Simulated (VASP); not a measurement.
Runs of VASP 6.6.1 on NaI. The structure is that of space group Fm-3m (No. 225), or close to it. The cells are those of the table. 

```csv
task,level,cell,gap on the mesh (eV),pressure (GPa),relaxed volume (Å³/atom)
relaxation of cell and atoms,PBE+D4,"relaxed from a = 4.577 Å, angles 60.0°, 2 atoms",3.72,0.0,32.89
single point,PBE,"a = 4.616 Å, angles 60.0°, 2 atoms",3.57,0.0,-
relaxation of cell and atoms,PBE,"relaxed from a = 4.577 Å, angles 60.0°, 2 atoms",3.61,0.2,(b)
single point,PBE+D4,"a = 4.531 Å, angles 60.0°, 2 atoms",3.72,0.0,-
relaxation of cell and atoms,revPBE+D3(BJ),"relaxed from a = 4.577 Å, angles 60.0°, 2 atoms",4.02,0.0,(a)
single point,revPBE+D3(BJ),"a = 4.484 Å, angles 60.0°, 2 atoms",4.03,0.0,-
```

Alike in all rows: potentials or basis VASP PAW PBE potentials, release 64 (Na_pv, I); no spin polarisation; k mesh 6 × 6 × 6; cutoff (eV) 500; smearing gaussian 0.01 eV.

Problem. Estimate the missing entries.

Solution. (a) 31.96; (b) 34.34.

Caveats: spin-orbit coupling is left out, which moves the levels of the heavy elements; the PAW data sets were made with another functional, which shifts forces and pressure a little (at least some runs).

A k mesh can miss the band edges, and the runs leave out spin-orbit coupling on I.
